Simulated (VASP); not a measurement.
# AgCl in VASP: settings compared

Aim: see how the results for AgCl move with the level of theory and the settings. Levels: PBE, r2SCAN. Tasks: single point.

All numbers are computed with VASP 6.6.1; they aren't measurements. Logs are shortened: lines on timing, memory, paths and dates and some standing lists are left out, and cuts for length are marked.

## Step 1: The cell of the first run

The typed cell holds 4 atoms: a = 3.530 Å, b = 4.011 Å, c = 5.243 Å, α = 90.00°, β = 100.69°, γ = 90.00°.

## Step 2: Single point, PBE

File INCAR:

```
ALGO = Normal
EDIFF = 1E-7
ENCUT = 520
GGA = PE
ISIF = 2
ISMEAR = 0
LASPH = T
LCHARG = F
LREAL = F
LWAVE = F
NBANDS = 26
NELM = 60
PREC = Accurate
SIGMA = 0.05
```

File KPOINTS:

```
k-points
0
Gamma
  8 8 6
```

File POSCAR:

```
AgCl
1.0
    3.5300000000      0.0000000000      0.0000000000
    0.0000000000      4.0110000000      0.0000000000
   -0.9725508841      0.0000000000      5.1520087129
Ag Cl
2 2
Direct
    0.1631080578      0.2549042135      0.2185435172
    0.8430000000      0.7500000000      0.7900000000
    0.3080000000      0.2500000000      0.7050000000
    0.6920000000      0.7500000000      0.2950000000
```

Potentials or basis: VASP PAW PBE potentials, release 64 (Ag, Cl).

Launch:

```bash
$ cat potpaw_PBE.64/Ag/POTCAR potpaw_PBE.64/Cl/POTCAR > POTCAR
$ mpirun -np 1 vasp_std > vasp.out
```

OUTCAR:

```text
EDIFF = 1E-7
   ENCUT = 520
   GGA = PE
   ISIF = 2
   ISMEAR = 0
   LASPH = T
   LREAL = F
   NELM = 60
   PREC = Accurate

 ion  position               nearest neighbor table
   1  0.163  0.255  0.219-   3 2.51   4 2.67   4 2.70   4 2.70   4 2.73   3 2.83   2 3.05   2 3.08

   2  0.843  0.750  0.790-   4 2.55   3 2.68   3 2.68   3 2.73   3 2.73   4 2.80   1 3.05   1 3.08

   3  0.308  0.250  0.705-   1 2.51   2 2.68   2 2.68   2 2.73   2 2.73   1 2.83
   4  0.692  0.750  0.295-   2 2.55   1 2.67   1 2.70   1 2.70   1 2.73   2 2.80

  LATTYP: Found a simple monoclinic cell.
 ALAT       =     3.5300000000
 B/A-ratio  =     1.1362606232
 C/A-ratio  =     1.4852691218
 COS(beta)  =    -0.1854951143

  Lattice vectors:

 A1 = (   3.5300000000,   0.0000000000,   0.0000000000)
 A2 = (   0.0000000000,   4.0110000000,   0.0000000000)
 A3 = (  -0.9725508841,   0.0000000000,   5.1520087129)

Analysis of symmetry for initial positions (statically):
=====================================================================
 Subroutine PRICEL returns:
 Original cell was already a primitive cell.

 Routine SETGRP: Setting up the symmetry group for a
 simple monoclinic supercell.

 Subroutine GETGRP returns: Found  1 space group operations
 (whereof  1 operations were pure point group operations)
 out of a pool of  4 trial point group operations.

The static configuration has the point symmetry C_1 .

Analysis of symmetry for dynamics (positions and initial velocities):
=====================================================================
 Subroutine PRICEL returns:
 Original cell was already a primitive cell.

 Routine SETGRP: Setting up the symmetry group for a
 simple monoclinic supercell.

 Subroutine GETGRP returns: Found  1 space group operations
 (whereof  1 operations were pure point group operations)
 out of a pool of  4 trial point group operations.

The dynamic configuration has the point symmetry C_1 .

 Subroutine INISYM returns: Found  1 space group operations
 (whereof  1 operations are pure point group operations),
 and found     1 'primitive' translations

----------------------------------------------------------------------------------------

[... 92 lines left out ...]
   LSORBIT =      F    spin-orbit coupling
   LASPH  =      T    aspherical Exc in radial PAW
   ENCUT  =  520.0 eV  38.22 Ry    6.18 a.u.   6.56  7.46  9.75*2*pi/ulx,y,z
   NELM   =     60;   NELMIN=  2; NELMDL= -5     # of ELM steps
   EDIFF  = 0.1E-06   stopping-criterion for ELM
   LREAL  =      F    real-space projection
   EDIFFG = 0.1E-05   stopping-criterion for IOM
   NSW    =      0    number of steps for IOM
   IBRION =     -1    ionic relax: 0-MD 1-quasi-New 2-CG
   NFREE  =      0    steps in history (QN), initial steepest desc. (CG)
   ISIF   =      2    stress and relaxation
   ISYM   =      2    0-nonsym 1-usesym 2-fastsym
   POTIM  = 0.5000    time-step for ionic-motion
   TEBEG  =    0.0;   TEEND  =   0.0 temperature during run
   PSTRESS=    0.0 pullay stress
   NELECT =      36.0000    total number of electrons
   NUPDOWN=      -1.0000    fix difference up-down
   EMIN   =  10.00;   EMAX   =-10.00  energy-range for DOS
   EFERMI =   0.00;   METHOD = LEGACY
   ISMEAR =     0;   SIGMA  =   0.05  broadening in eV -4-tet -1-fermi 0-gaus
   EFERMI_NEDOS =   21; number of points for ismear=-14 and -15
   IALGO  =     38    algorithm
   IMIX   =      4    mixing-type and parameters
     AMIX     =   0.40;   BMIX     =  1.00
     AMIX_MAG =   1.60;   BMIX_MAG =  1.00
  volume/ion in A,a.u.               =      18.24       123.07
  Fermi-wavevector in a.u.,A,eV,Ry     =   1.293722  2.444780 22.772302  1.673717
  Thomas-Fermi vector in A             =   2.425350
   LORBIT       =      0    0 simple, 1 ext, 2 COOP (PROOUT), +10 PAW based schemes
   GGA     = PE    functional components
   LHFCALC =     F    Hartree Fock is set to
   AEXX    =    0.0000 exact exchange contribution
   IVDW    =     0    specifies the selected vdW correction
   LEPSILON=     F    determine dielectric tensor
   LRPA    =     F    only Hartree local field effects (RPA)
 non-spin polarized calculation
 Gauss-broadening in eV      SIGMA  =   0.05
  energy-cutoff  :      520.00
  volume of cell :       72.95
 maximum number of plane-waves:      1984
 NGX is ok and might be reduce to    28
   NGX = 13   NGY = 15   NGZ = 19

 number of electron      35.9999998 magnetization

 Free energy of the ion-electron system (eV)
  ---------------------------------------------------
  ext. energy  EPLUGINS =         0.00000000
  ---------------------------------------------------
  free energy    TOTEN  =       -10.24102959 eV

  energy without entropy =      -10.24102959  energy(sigma->0) =      -10.24102959

 E-fermi :   5.8510     XC(G=0): -10.8606

 val. band max:        5.6065118064   @ k =   0.5000   0.0000   0.5000
 cond. band min:       6.3423372549   @ k =   0.0000   0.0000   0.0000
 fundamental gap:      0.7358254485
 Fermi energy:         5.8510174352

 k-point     1 :       0.0000    0.0000    0.0000
  band No.  band energies     occupation
      1     -10.2429      2.00000
      2      -9.3402      2.00000
      3       0.2669      2.00000
      4       1.2804      2.00000
      5       1.9543      2.00000
      6       2.2337      2.00000
[... 685 lines left out ...]
     25      15.1161      0.00000
     26      15.6963      0.00000

 [... further k-points ...]

------------------------ aborting loop because EDIFF is reached ----------------------------------------

  FORCE on cell =-STRESS in cart. coord.  units (eV):
  Direction    XX          YY          ZZ          XY          YZ          ZX
  --------------------------------------------------------------------------------------
  -------------------------------------------------------------------------------------
  Total        4.5774143      4.3261392      5.3967556     -0.0078742      0.0039110      0.0545249
  in kB      100.5372155     95.0182685    118.5330282     -0.1729460      0.0858998      1.1975726
  external PRESSURE =     104.6961707 kB  Pullay stress =       0.0000000 kB

 VOLUME and BASIS-vectors are now :
 -----------------------------------------------------------------------------
  energy-cutoff  :      520.00
  volume of cell :       72.95
      direct lattice vectors                 reciprocal lattice vectors
     3.530000000  0.000000000  0.000000000     0.283286119  0.000000000  0.053476262
     0.000000000  4.011000000  0.000000000     0.000000000  0.249314385  0.000000000
    -0.972550884  0.000000000  5.152008713     0.000000000  0.000000000  0.194099051

 POSITION                                       TOTAL-FORCE (eV/Angst)
 -----------------------------------------------------------------------------------
      0.36323      1.02242      1.12594         0.012518     -0.056189     -0.775776
      2.20747      3.00825      4.07009        -0.019303      0.011041      0.628182
      0.40159      1.00275      3.63217         0.039299     -0.014422      1.056528
      2.15586      3.00825      1.51984        -0.032513      0.059571     -0.908934
 -----------------------------------------------------------------------------------
    total drift:                               -0.000160      0.000325     -0.000120

  FREE ENERGIE OF THE ION-ELECTRON SYSTEM (eV)
  ---------------------------------------------------
  free  energy   TOTEN  =       -10.2410295919 eV

  energy  without entropy=      -10.2410295919  energy(sigma->0) =      -10.24102959
```

OSZICAR:

```text
N       E                     dE             d eps       ncg     rms          rms(c)
DAV:   1     0.242377982265E+03    0.24238E+03   -0.18068E+04 10192   0.131E+03
DAV:   2     0.206990642284E+01   -0.24031E+03   -0.22940E+03 11326   0.294E+02
DAV:   3    -0.105663167941E+02   -0.12636E+02   -0.12541E+02 12372   0.687E+01
DAV:   4    -0.106925158828E+02   -0.12620E+00   -0.12610E+00 11484   0.747E+00
DAV:   5    -0.106941027962E+02   -0.15869E-02   -0.15868E-02 12082   0.863E-01    0.124E+01
DAV:   6    -0.102501254876E+02    0.44398E+00   -0.84973E-01 10978   0.103E+01    0.837E+00
DAV:   7    -0.102474665396E+02    0.26589E-02   -0.38159E-01 10720   0.346E+00    0.283E+00
DAV:   8    -0.102410449291E+02    0.64216E-02   -0.17604E-02 10760   0.121E+00    0.668E-01
DAV:   9    -0.102409726828E+02    0.72246E-04   -0.54472E-03 11716   0.583E-01    0.847E-02
DAV:  10    -0.102410045386E+02   -0.31856E-04   -0.11588E-04 11548   0.928E-02    0.390E-02
DAV:  11    -0.102410262322E+02   -0.21694E-04   -0.18907E-05 10824   0.307E-02    0.111E-02
DAV:  12    -0.102410295191E+02   -0.32869E-05   -0.27720E-06 11364   0.103E-02    0.248E-03
DAV:  13    -0.102410295919E+02   -0.72786E-07   -0.33175E-07 10268   0.610E-03
   1 F= -.10241030E+02 E0= -.10241030E+02  d E =-.383521E-14
```

stdout:

```text
POSCAR found type information on POSCAR AgCl
 POSCAR found :  2 types and       4 ions
 scaLAPACK will be used
 LDA part: xc-table for (Slater+PW92), standard interpolation
 POSCAR, INCAR and KPOINTS ok, starting setup
 FFT: planning ... GRIDC
 FFT: planning ... GRID_SOFT
 FFT: planning ... GRID
 WAVECAR not read
 entering main loop
```

Wall time 2.8 min (1 thread of Intel Xeon Platinum 8488C (Sapphire Rapids), shared host); peak memory 0.41 GiB.

What came out:

```
Free energy            : -10.2410 eV
Pressure               : 10.5 GPa
Largest force          : 1.057 eV/Å
Band gap on the k mesh : 0.74 eV (least direct gap 2.44 eV)
```

Forces on the atoms (eV/Å):
```
Ag   0.013 -0.056 -0.776
Ag  -0.019  0.011  0.628
Cl   0.039 -0.014  1.057
Cl  -0.033  0.060 -0.909
```

Caveat: the cell stands under pressure; semilocal functionals underestimate gaps, and a narrow one can read as zero; forces of over 1 eV/Å act on the atoms, so gaps and moduli don't describe the material at rest. PBE gaps usually lie below the measured ones, often by a third to a half.

## Step 3: Single point, r2SCAN

Changes to POSCAR since step 2:

```diff
@@ -8,3 +8,3 @@
 Direct
-    0.1631080578      0.2549042135      0.2185435172
+    0.1570000000      0.2500000000      0.2100000000
     0.8430000000      0.7500000000      0.7900000000
```

File INCAR.step1:

```
SYSTEM = AgCl
  PREC = Accurate
  ENCUT = 520
  ISMEAR = 0
  SIGMA = 0.05
  LREAL = .False.
  LASPH = .True.
  NELM = 100
  NBANDS = 26
  GGA = PE
  ALGO = Normal
  EDIFF = 1E-4
  LWAVE = .True.
  LCHARG = .False.
```

File INCAR.step2:

```
SYSTEM = AgCl
  PREC = Accurate
  ENCUT = 520
  EDIFF = 1E-7
  ISMEAR = 0
  SIGMA = 0.05
  LREAL = .False.
  LASPH = .True.
  NELM = 100
  ALGO = Normal
  ISIF = 2
  LWAVE = .False.
  LCHARG = .False.
  METAGGA = R2SCAN
  LMIXTAU = .True.
  NBANDS = 26
  ISTART = 1
```

File KPOINTS:

```
regular mesh
0
Gamma
  8 8 6
  0 0 0
```

Potentials or basis: VASP PAW PBE potentials, release 64 (Ag, Cl).

Launch:

```bash
$ cat potpaw_PBE.64/Ag/POTCAR potpaw_PBE.64/Cl/POTCAR > POTCAR
$ cp INCAR.step1 INCAR
$ mpirun -np 1 vasp_std > vasp.out
$ cp INCAR.step2 INCAR
$ mpirun -np 1 vasp_std > vasp.out
```

Wall time 11 min (1 thread of Intel Xeon Platinum 8259CL at 2.50GHz (Skylake/Cascade Lake), shared host); peak memory 0.33 GiB.

It converged, with:

| Item | Value |
| --- | --- |
| Free energy | -56.8698 eV |
| Pressure | 8.8 GPa |
| Largest force | 0.967 eV/Å |
| Band gap on the k mesh | 1.29 eV (least direct gap 2.97 eV) |

Forces in eV/Å, atoms in the order of the input:
```
Ag   0.026  0.000 -0.623
Ag  -0.026  0.000  0.623
Cl   0.049  0.000  0.966
Cl  -0.049  0.000 -0.966
```

Stress tensor (GPa, compression positive):
```
8.48 0.00 0.14
0.00 7.86 0.00
0.14 0.00 9.93
```

Levels at points of the mesh, in eV from the valence-band top:
```
           k point  band 14  band 15  band 16  band 17  band 18  band 19  band 20  band 21  band 22  band 23
(0.00, 0.00, 0.00)    -2.22    -2.17    -1.86    -1.79    -1.68     1.29     3.64     8.38    10.04    10.23
(0.50, 0.00, 0.00)    -1.78    -1.61    -1.18    -0.13    -0.02     4.20     5.90     5.94     7.65     7.71
(0.00, 0.50, 0.00)    -2.32    -1.34    -1.34    -0.24    -0.24     5.12     5.12     7.17     7.17     9.65
(0.50, 0.50, 0.00)    -2.30    -2.10    -2.10    -1.51    -1.51     3.34     3.34     7.75     7.75    10.14
(0.00, 0.00, 0.50)    -2.10    -2.05    -1.73    -1.35    -1.10     3.74     5.19     6.77     8.61     9.51
(0.50, 0.00, 0.50)    -2.03    -0.31    -0.26    -0.12     0.00     3.24     5.25     6.70     7.13     8.53
(0.00, 0.50, 0.50)    -2.03    -0.30    -0.30    -0.08    -0.08     4.28     4.28     8.45     8.45     9.07
(0.50, 0.50, 0.50)    -2.14    -1.81    -1.81    -1.21    -1.21     4.61     4.61     8.28     8.28     8.86
```

Caveat: the cell stands under pressure; the PAW data sets were made with another functional, which shifts forces and pressure a little. r2SCAN opens gaps a little over a GGA but as a rule still falls short of measured ones.
